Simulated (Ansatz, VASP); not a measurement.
# Zn: VASP beside Ansatz

```xyz
1
Lattice="-0.5144 1.8415 1.8415 1.8415 -0.5144 1.8415 1.8415 1.8415 -0.5144" Properties=species:S:1:pos:R:3 pbc="T T T"
Zn    0.0000    0.0000    0.0000
```

Alike in both runs: task single point; functional PBE; k mesh 22 × 22 × 22; occupations gaussian, width 0.15 eV; no spin polarisation.

|  | VASP | Ansatz |
| --- | --- | --- |
| version | VASP 6.6.1 | Ansatz 0.2.0 |
| potentials or method | VASP PAW PBE potentials, release 64 (Zn), cutoff 520 eV | scalar-relativistic, plane waves, PAW |
| valence electrons in the cell | 12 | 12 |

VASP gave:

- gap on the k mesh at the Fermi level (eV): none
- pressure (GPa): -1.1
- traceless stress, the component that is largest in VASP (GPa): 1.90

Problem. What did Ansatz give for the same quantities?

Solution. gap on the k mesh at the Fermi level (eV): none; pressure (GPa): -1.2; traceless stress, the component that is largest in VASP (GPa): 1.87.

A gap of «none» marks a metal or a gap that the smearing closes.
